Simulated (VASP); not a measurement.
Set up this calculation in VASP 6.6.1, as the native input.

* Task: single point
* Functional: PBE
* Potentials or basis: VASP PAW PBE potentials, release 64 (Mo_sv)
* Cutoff: 520 eV
* k mesh: 24 × 24 × 24
* Occupations: gaussian, width 0.15 eV
* Spin: no spin polarisation
* Dipole correction: no
* Further INCAR settings: ALGO = Fast; EDIFF = 1e-06; NBANDS = 13

The structure of Mo lies in POSCAR:

```
Mo
1.0
   -1.5925232225      1.5925232225      1.5288222936
    1.5925232225     -1.5925232225      1.5288222936
    1.5925232225      1.5925232225     -1.5288222936
Mo
1
Direct
    0.0000000000      0.0000000000      0.0000000000
```

This cell differs from its parent crystal: ratio of the length along z to the lengths across it x 0.96, volume and fractional coordinates fixed.

One way to write it, as run:

INCAR

```
  ALGO = Fast
  EDIFF = 1E-6
  ENCUT = 520
  GGA = PE
  ISIF = 2
  ISMEAR = 0
  LASPH = T
  LCHARG = T
  LELF = T
  LREAL = F
  LVHAR = T
  LWAVE = F
  NBANDS = 13
  NELM = 80
  PREC = Accurate
  SIGMA = 0.15
```

KPOINTS

```
k-points
0
Gamma
  24 24 24
```

Potentials or basis: VASP PAW PBE potentials, release 64 (Mo_sv).

Command:

```sh
$ cat potpaw_PBE.64/Mo_sv/POTCAR > POTCAR
$ mpirun -np 1 vasp_std > vasp.out
```

Results of the run:

* Pressure: 5.7 GPa
* Band gap on the k mesh: zero (bands 7 and 8 overlap by 5.29 eV)

Caveat: the cell stands under pressure.

Run time: 75 s on 1 thread of Intel(R) Xeon(R) 6975P-C (Granite Rapids), with other jobs on the host, peak memory 0.29 GiB.
